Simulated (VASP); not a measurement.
# CuO (C2/c) in VASP: notebook, part 2 of 2

VASP 6.6.1. Earlier steps stand in the parts before.

## Step 5: Single point, PBE, collinear spin, ferromagnetic start

File INCAR:

```
SYSTEM = CuO
PREC = Accurate ; ENCUT = 520
EDIFF = 1E-6 ; ISMEAR = -1
SIGMA = 0.03 ; LREAL = .False.
LASPH = .True. ; NELM = 150
ALGO = Normal ; ISIF = 2
LWAVE = .False. ; LCHARG = .False.
ISPIN = 2 ; MAGMOM = 1.5 1.5 0 0
LORBIT = 11 ; LMAXMIX = 4
GGA = PE ; NBANDS = 29
```

File KPOINTS:

```
regular mesh
0
Gamma
  7 7 4
  0 0 0
```

File POSCAR:

```
CuO
1.0
    2.3366000000     -1.7385000000      0.0000000000
    2.3366000000      1.7385000000      0.0000000000
   -0.7621600000      0.0000000000      5.0619400000
Cu O
2 2
Direct
    0.0000000000      0.5000000000      0.0000000000
    0.5000000000      0.0000000000      0.5000000000
    0.5483000000      0.4517000000      0.2500000000
    0.4517000000      0.5483000000      0.7500000000
```

Command:

```bash
cat potpaw_PBE.64/Cu/POTCAR potpaw_PBE.64/O/POTCAR > POTCAR
mpirun -np 1 vasp_std > vasp.out
```

It took 74 s on 1 thread of Intel Xeon 6975P-C (Granite Rapids), shared host; peak memory 0.24 GiB.

It converged, with:

```yaml
Free_energy: -19.5662 eV
Pressure: 7.8 GPa
Largest_force: 0.209 eV/Å
Band_gap_on_the_k_mesh: zero (filled and empty bands overlap)
Net_moment: 0.00 μB per cell
Valence_electrons_inside_the_program's_atomic_spheres: Cu 9.93; O 4.97
```

Forces in eV/Å, atoms in the order of the input:
```
Cu   0.000  0.000  0.000
Cu   0.000  0.000  0.000
O    0.000 -0.209  0.000
O    0.000  0.209  0.000
```

Stress tensor (GPa, compression positive):
```
5.59 0.00 2.44
0.00 8.84 0.00
2.44 0.00 9.04
```

Levels at points of the mesh, in eV from the Fermi level:
Spin up:
```
           k point  band 15  band 16  band 17  band 18  band 19  band 20
(0.00, 0.00, 0.00)    -2.26    -1.74     0.24     0.95     1.74     6.15
(0.00, 0.00, 0.50)    -1.60    -1.60     0.20     0.20     3.87     3.87
```
Spin down:
| k point | band 13 | band 14 | band 15 | band 16 | band 17 | band 18 | band 19 | band 20 | band 21 | band 22 |
| --- | --- | --- | --- | --- | --- | --- | --- | --- | --- | --- |
| (0.00, 0.00, 0.00) | -2.47 | -2.35 | -2.26 | -1.74 | 0.24 | 0.95 | 1.74 | 6.15 | 7.96 | 13.77 |
| (0.00, 0.00, 0.50) | -2.27 | -2.27 | -1.60 | -1.60 | 0.20 | 0.20 | 3.87 | 3.87 | 11.89 | 11.89 |

Caveat: semilocal functionals often make such compounds metallic where correlation or magnetic order opens a gap, which also shifts bond lengths. With open d or f shells a metallic result of PBE can be an artefact of self-interaction; +U or a hybrid may open a gap.

## Step 6: Single point, PBE, collinear spin, antiferromagnetic start

File INCAR:

```
  PREC = Accurate
  ENCUT = 520
  EDIFF = 1E-7
  ISMEAR = -1
  SIGMA = 0.03
  LREAL = False
  LASPH = True
  NELM = 150
  ALGO = Normal
  ISIF = 2
  LWAVE = False
  LCHARG = True
  ISPIN = 2
  MAGMOM = 1 -1 0 0
  LORBIT = 11
  LMAXMIX = 4
  GGA = PE
  LELF = True
  LVHAR = True
  NBANDS = 29
```

File KPOINTS:

```
regular mesh
0
Gamma
  7 7 4
```

POSCAR is that of step 5.

Potentials or basis: VASP PAW PBE potentials, release 64 (Cu, O).

Command:

```bash
cat potpaw_PBE.64/Cu/POTCAR potpaw_PBE.64/O/POTCAR > POTCAR
mpirun -np 1 vasp_std > vasp.out
```

OUTCAR:

```text
PREC = Accurate
   ENCUT = 520
   EDIFF = 1E-7
   ISMEAR = -1
   LREAL = False
   LASPH = True
   NELM = 150
   ISIF = 2
   ISPIN = 2
   LORBIT = 11
   GGA = PE

 ion  position               nearest neighbor table
   1  0.000  0.500  0.000-   3 1.91   4 1.91   4 1.98   3 1.98
   2  0.500  0.000  0.500-   4 1.91   3 1.91   4 1.98   3 1.98
   3  0.548  0.452  0.250-   2 1.91   1 1.91   2 1.98   1 1.98
   4  0.452  0.548  0.750-   1 1.91   2 1.91   2 1.98   1 1.98

  LATTYP: Found a base centered monoclinic cell.
 ALAT       =     4.6732000000
 B/A-ratio  =     0.7440297869
 C/A-ratio  =     1.0953942540
 COS(beta)  =    -0.1488885587

  Lattice vectors:

 A1 = (   2.3366000000,  -1.7385000000,   0.0000000000)
 A2 = (   2.3366000000,   1.7385000000,   0.0000000000)
 A3 = (  -0.7621600000,   0.0000000000,   5.0619400000)

Analysis of symmetry for initial positions (statically):
=====================================================================
 Subroutine PRICEL returns:
 Original cell was already a primitive cell.

 Routine SETGRP: Setting up the symmetry group for a
 base centered monoclinic supercell.

 Subroutine GETGRP returns: Found  4 space group operations
 (whereof  2 operations were pure point group operations)
 out of a pool of  4 trial point group operations.

The static configuration has the point symmetry S_2 .
 The point group associated with its full space group is C_2h.

Analysis of symmetry for dynamics (positions and initial velocities):
=====================================================================
 Subroutine PRICEL returns:
 Original cell was already a primitive cell.

 Routine SETGRP: Setting up the symmetry group for a
 base centered monoclinic supercell.

 Subroutine GETGRP returns: Found  4 space group operations
 (whereof  2 operations were pure point group operations)
 out of a pool of  4 trial point group operations.

The dynamic configuration has the point symmetry S_2 .
 The point group associated with its full space group is C_2h.

Analysis of structural, dynamic, and magnetic symmetry:
=====================================================================
 Subroutine PRICEL returns:
 Original cell was already a primitive cell.

 Routine SETGRP: Setting up the symmetry group for a
 base centered monoclinic supercell.

 Subroutine GETGRP returns: Found  4 space group operations
 (whereof  2 operations were pure point group operations)
 out of a pool of  4 trial point group operations.

The overall configuration has the point symmetry S_2 .
 The point group associated with its full space group is C_2h.

 Subroutine INISYM returns: Found  4 space group operations
 (whereof  2 operations are pure point group operations),
 and found     1 'primitive' translations

----------------------------------------------------------------------------------------

                                     Primitive cell

  volume of cell :      41.1250

  direct lattice vectors                    reciprocal lattice vectors
     2.336600000 -1.738500000  0.000000000     0.213986134 -0.287604257  0.032219203
     2.336600000  1.738500000  0.000000000     0.213986134  0.287604257  0.032219203
    -0.762160000  0.000000000  5.061940000     0.000000000  0.000000000  0.197552717

  length of vectors
     2.912401382  2.912401382  5.118996428     0.359922701  0.359922701  0.197552717

  position of ions in fractional coordinates (direct lattice)
     0.000000000  0.500000000  0.000000000
[... 85 lines left out ...]
   NSW    =      0    number of steps for IOM
   IBRION =     -1    ionic relax: 0-MD 1-quasi-New 2-CG
   NFREE  =      0    steps in history (QN), initial steepest desc. (CG)
   ISIF   =      2    stress and relaxation
   ISYM   =      2    0-nonsym 1-usesym 2-fastsym
   POTIM  = 0.5000    time-step for ionic-motion
   TEBEG  =    0.0;   TEEND  =   0.0 temperature during run
   PSTRESS=    0.0 pullay stress
   NELECT =      34.0000    total number of electrons
   NUPDOWN=      -1.0000    fix difference up-down
   EMIN   =  10.00;   EMAX   =-10.00  energy-range for DOS
   EFERMI =   0.00;   METHOD = LEGACY
   ISMEAR =    -1;   SIGMA  =   0.03  broadening in eV -4-tet -1-fermi 0-gaus
   EFERMI_NEDOS =   21; number of points for ismear=-14 and -15
   IALGO  =     38    algorithm
   IMIX   =      4    mixing-type and parameters
     AMIX     =   0.40;   BMIX     =  1.00
     AMIX_MAG =   1.60;   BMIX_MAG =  1.00
  volume/ion in A,a.u.               =      10.28        69.38
  Fermi-wavevector in a.u.,A,eV,Ry     =   1.536500  2.903563 32.121056  2.360831
  Thomas-Fermi vector in A             =   2.643140
   LORBIT       =     11    0 simple, 1 ext, 2 COOP (PROOUT), +10 PAW based schemes
   GGA     = PE    functional components
   LHFCALC =     F    Hartree Fock is set to
   AEXX    =    0.0000 exact exchange contribution
   IVDW    =     0    specifies the selected vdW correction
   LEPSILON=     F    determine dielectric tensor
   LRPA    =     F    only Hartree local field effects (RPA)
 spin polarized calculation
  energy-cutoff  :      520.00
  volume of cell :       41.13
 maximum number of plane-waves:      1139
 NGX is ok and might be reduce to    24
   NGX = 11   NGY = 11   NGZ = 19

 number of electron      34.0000014 magnetization      -0.0000000

 number of electron      34.0000014 magnetization       0.0000000

 Free energy of the ion-electron system (eV)
  ---------------------------------------------------
  ext. energy  EPLUGINS =         0.00000000
  ---------------------------------------------------
  free energy    TOTEN  =       -19.56617592 eV

  energy without entropy =      -19.56096342  energy(sigma->0) =      -19.56356967

 E-fermi :   5.6328     XC(G=0): -11.8053

 val. band max:        5.6150803790   @ k =   0.2857   0.0000   0.0000
 cond. band min:       5.6505948568   @ k =  -0.1429   0.0000   0.2500
 fundamental gap:      0.0355144778
 Fermi energy:         5.6328437631

 spin component 1

 k-point     1 :       0.0000    0.0000    0.0000
  band No.  band energies     occupation
      1     -14.3964      1.00000
      2     -13.0191      1.00000
      3      -2.6548      1.00000
      4      -0.0699      1.00000
      5       0.3833      1.00000
      6       2.1265      1.00000
[... 757 lines left out ...]
     28      24.2270      0.00000
     29      25.5001      0.00000

 [... further k-points ...]

 spin component 2

 k-point     1 :       0.0000    0.0000    0.0000
  band No.  band energies     occupation
      1     -14.3964      1.00000
      2     -13.0191      1.00000
      3      -2.6548      1.00000
      4      -0.0699      1.00000
      5       0.3833      1.00000
      6       2.1265      1.00000
[... 757 lines left out ...]
     28      24.2270      0.00000
     29      25.5001      0.00000

 [... further k-points ...]

------------------------ aborting loop because EDIFF is reached ----------------------------------------

  FORCE on cell =-STRESS in cart. coord.  units (eV):
  Direction    XX          YY          ZZ          XY          YZ          ZX
  --------------------------------------------------------------------------------------
  -------------------------------------------------------------------------------------
  Total        1.4386323      2.2718640      2.3236409      0.0000000      0.0000000      0.6255660
  in kB       56.0472543     88.5088830     90.5260445      0.0000000      0.0000000     24.3712411
  external PRESSURE =      78.3607272 kB  Pullay stress =       0.0000000 kB

 VOLUME and BASIS-vectors are now :
 -----------------------------------------------------------------------------
  energy-cutoff  :      520.00
  volume of cell :       41.13
      direct lattice vectors                 reciprocal lattice vectors
     2.336600000 -1.738500000  0.000000000     0.213986134 -0.287604257  0.032219203
     2.336600000  1.738500000  0.000000000     0.213986134  0.287604257  0.032219203
    -0.762160000  0.000000000  5.061940000     0.000000000  0.000000000  0.197552717

 POSITION                                       TOTAL-FORCE (eV/Angst)
 -----------------------------------------------------------------------------------
      1.16830      0.86925      0.00000        -0.000000      0.000000      0.000000
      0.78722     -0.86925      2.53097        -0.000000      0.000000      0.000000
      2.14606     -0.16794      1.26548         0.000000     -0.208959      0.000000
      1.76498      0.16794      3.79645         0.000000      0.208959      0.000000
 -----------------------------------------------------------------------------------
    total drift:                                0.000000      0.000000     -0.000000

  FREE ENERGIE OF THE ION-ELECTRON SYSTEM (eV)
  ---------------------------------------------------
  free  energy   TOTEN  =       -19.5661759236 eV

  energy  without entropy=      -19.5609634236  energy(sigma->0) =      -19.56356967

 total charge

# of ion       s       p       d       tot
------------------------------------------
    1        0.392   0.400   9.140   9.932
    2        0.392   0.400   9.140   9.932
    3        1.578   3.390   0.000   4.968
    4        1.578   3.390   0.000   4.968
--------------------------------------------------
tot          3.939   7.580  18.279  29.799

 magnetization (x)

# of ion       s       p       d       tot
------------------------------------------
    1       -0.000  -0.000   0.000   0.000
    2        0.000   0.000  -0.000  -0.000
    3        0.000   0.000   0.000   0.000
    4        0.000   0.000   0.000   0.000
--------------------------------------------------
tot          0.000   0.000   0.000   0.000
```

OSZICAR:

```text
N       E                     dE             d eps       ncg     rms          rms(c)
DAV:   1     0.299838431276E+03    0.29984E+03   -0.15869E+04  7666   0.185E+03
DAV:   2     0.119997455798E+02   -0.28784E+03   -0.25917E+03  7086   0.373E+02
DAV:   3    -0.246557887176E+02   -0.36656E+02   -0.34271E+02  7903   0.139E+02
[... 11 lines left out ...]
DAV:  15    -0.195661455012E+02   -0.60528E-04   -0.88557E-04  8889   0.335E-01    0.227E-02
DAV:  16    -0.195661655524E+02   -0.20051E-04   -0.25571E-04 11526   0.177E-01    0.130E-02
DAV:  17    -0.195661728930E+02   -0.73407E-05   -0.14277E-04 11330   0.128E-01    0.408E-03
DAV:  18    -0.195661753788E+02   -0.24858E-05   -0.14414E-05 10618   0.405E-02    0.134E-03
DAV:  19    -0.195661758914E+02   -0.51258E-06   -0.20609E-07  5541   0.591E-03    0.341E-04
DAV:  20    -0.195661759236E+02   -0.32170E-07   -0.69686E-08  3765   0.315E-03
   1 F= -.19566176E+02 E0= -.19563570E+02  d E =-.521250E-02  mag=     0.0000
```

Run time: 98 s. Hardware: 1 thread of Intel Xeon 6975P-C (Granite Rapids), shared host; peak memory 0.24 GiB.

What came out:

- Free energy: -19.5662 eV
- Pressure: 7.8 GPa
- Largest force: 0.209 eV/Å
- Band gap on the k mesh: zero (filled and empty bands overlap)
- Net moment: 0.00 μB per cell
- Valence electrons inside the program's atomic spheres: Cu 9.93; O 4.97

Forces on the atoms (eV/Å):
```
Cu   0.000  0.000  0.000
Cu   0.000  0.000  0.000
O    0.000 -0.209  0.000
O    0.000  0.209  0.000
```

Levels at points of the mesh, in eV from the Fermi level:
Spin up:
| k point | band 15 | band 16 | band 17 | band 18 | band 19 | band 20 |
| --- | --- | --- | --- | --- | --- | --- |
| (0.00, 0.00, 0.00) | -2.26 | -1.74 | 0.24 | 0.95 | 1.74 | 6.15 |
| (0.00, 0.00, 0.50) | -1.60 | -1.60 | 0.20 | 0.20 | 3.87 | 3.87 |
Spin down:
```
           k point  band 13  band 14  band 15  band 16  band 17  band 18  band 19  band 20  band 21  band 22
(0.00, 0.00, 0.00)    -2.47    -2.35    -2.26    -1.74     0.24     0.95     1.74     6.15     7.96    13.77
(0.00, 0.00, 0.50)    -2.27    -2.27    -1.60    -1.60     0.20     0.20     3.87     3.87    11.89    11.89
```

Caveat: semilocal functionals often make such compounds metallic where correlation or magnetic order opens a gap, which also shifts bond lengths. With open d or f shells a metallic result of PBE can be an artefact of self-interaction; +U or a hybrid may open a gap.

## Step 7: Overview

| spin | gap on the mesh (eV) | pressure (GPa) | moment (μB) | largest force (eV/Å) |
| --- | --- | --- | --- | --- |
| off | none | 7.8 | - | 0.21 |
| collinear, zero start | none | 7.8 | 0.00 | 0.21 |
| collinear, ferromagnetic start | none | 7.8 | 0.00 | 0.21 |
| collinear, antiferromagnetic start | none | 7.8 | 0.00 | 0.21 |

Alike in all rows: task single point; level PBE; potentials or basis VASP PAW PBE potentials, release 64 (Cu, O); cell as given; k mesh 7 × 7 × 4; cutoff (eV) 520; smearing fermi-dirac 0.03 eV.

Every run on the cell as given and a fine mesh finds a metal.

Caveats: semilocal functionals often make such compounds metallic where correlation or magnetic order opens a gap, which also shifts bond lengths.

Absolute energies hang on the potentials; compare differences alone.
